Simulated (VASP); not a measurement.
Input of a VASP 6.6.1 run:

File INCAR:

```
PREC     = Accurate       # precision mode
ENCUT    = 520            # plane-wave cutoff, eV
EDIFF    = 1E-7           # SCF threshold, eV
ISMEAR   = -1             # smearing method
SIGMA    = 0.05           # smearing width, eV
LREAL    = F              # projectors in reciprocal space
LASPH    = T              # aspherical terms in the spheres
NELM     = 150            # most SCF steps
ALGO     = Normal         # electronic algorithm
ISIF     = 2              # what is computed and relaxed
LWAVE    = F              # write WAVECAR
LCHARG   = F              # write CHGCAR
ISPIN    = 2              # spin polarisation
MAGMOM   = 1              # initial moments
LORBIT   = 11             # projections on sites
LMAXMIX  = 4              # l up to which the mixer works
GGA      = PE             # functional
NBANDS   = 15             # bands
```

Contents of KPOINTS:

```
regular mesh
0
Gamma
  19 19 19
```

The input POSCAR:

```
Ni
1.0
   -1.2998711868      1.2998711868      1.2998711868
    1.2998711868     -1.2998711868      1.2998711868
    1.2998711868      1.2998711868     -1.2998711868
Ni
1
Direct
    0.0000000000      0.0000000000      0.0000000000
```

Potentials or basis: VASP PAW PBE potentials, release 64 (Ni).

Command:

```sh
$ cat potpaw_PBE.64/Ni/POTCAR > POTCAR
$ mpirun -np 1 vasp_std > vasp.out
```

Q: Estimate the net moment.

A: 0.21 μB per cell.

Q: Predict the pressure.

A: 71.4 GPa.

Q: Predict the site moments.

A: Ni +0.21 μB.

Caveat: the cell stands under pressure.
